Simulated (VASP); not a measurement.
Here is a VASP 6.6.1 calculation.

File INCAR:

```
PREC = Accurate
ENCUT = 510
EDIFF = 1E-6
ISMEAR = -1
SIGMA = 0.1
LREAL = F
LASPH = T
NELM = 120
ALGO = Normal
ISIF = 2
LWAVE = F
LCHARG = T
GGA = PE
LELF = T
LVHAR = T
NBANDS = 22
GGA_COMPAT = F
```

Contents of KPOINTS:

```
regular mesh
0
Gamma
  16 16 9
```

Contents of POSCAR:

```
As
1.0
    2.4159468924      0.0000000000      0.0000000000
   -1.2079734462      2.0922713831      0.0000000000
    0.0000000000      0.0000000000      3.8374445882
As
2
Direct
    0.3333333333      0.6666666667      0.2500000000
    0.6666666667      0.3333333333      0.7500000000
```

Potentials or basis: VASP PAW PBE potentials, release 64 (As_d).

The run is started by

```bash
$ cat potpaw_PBE.64/As_d/POTCAR > POTCAR
$ mpirun -np 1 vasp_std > vasp.out
```

Problem. What does it give for the band gap on the k mesh?

Solution. Zero (bands 15 and 16 overlap by 16.89 eV).

Problem. Predict the pressure.

Solution. 240.1 GPa.

Stress tensor (GPa, compression positive):
```
240.20   0.00   0.00
  0.00 240.20   0.00
  0.00   0.00 240.03
```

Caveat: the cell stands under pressure.
